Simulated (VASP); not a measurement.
The system is PtW2.

```
CELL_PARAMETERS angstrom
0.00000 3.62538 3.62538
3.62538 0.00000 3.62538
3.62538 3.62538 0.00000
ATOMIC_POSITIONS crystal
Pt 0.00000 0.00000 0.00000
Pt 0.25000 0.25000 0.25000
W 0.62500 0.62500 0.62500
W 0.12500 0.62500 0.62500
W 0.62500 0.62500 0.12500
W 0.62500 0.12500 0.62500
```

```yaml
Program: VASP 6.6.1
Task: relaxation of cell and atoms
Functional: PBE
Potentials_or_basis: VASP PAW PBE potentials, release 64 (Pt_sv_GW, W_sv)
Cutoff: 570 eV
k_mesh: 4 × 4 × 4
Occupations: gaussian, width 0.1 eV
Spin: no spin polarisation
```

At the start: pressure 15.1 GPa; volume 15.88 Å³/atom.

Task: How do energy, volume and symmetry change on relaxing?

Result: Over 4 steps the energy falls by 38.8 meV/atom and the volume is 16.75 Å³/atom (+5.5 %); space group Fd-3m (No. 227, to 0.1 Å) before and after.

Step by step:
| step | energy change (eV) | largest force (eV/Å) | pressure (GPa) | volume (Å³) |
| --- | --- | --- | --- | --- |
| 1 | 0.0000 | 0.0000 | 15.07 | 95.30 |
| 2 | 1.4481 | 0.0000 | -27.44 | 117.43 |
| 3 | -0.2317 | 0.0000 | -0.84 | 100.83 |
| 4 | -0.2326 | 0.0000 | -0.06 | 100.52 |

Final structure:
```xyz
6
Lattice="0.0000 3.6904 3.6904 3.6904 0.0000 3.6904 3.6904 3.6904 0.0000" Properties=species:S:1:pos:R:3 pbc="T T T"
Pt    0.0000    0.0000    0.0000
Pt    1.8452    1.8452    1.8452
W     4.6129    4.6129    4.6129
W     4.6129    2.7678    2.7678
W     2.7678    2.7678    4.6129
W     2.7678    4.6129    2.7678
```

Caveat: the k points lie up to 0.37 Å⁻¹ apart in the final cell, too coarse for converged energies and pressures of a metal.
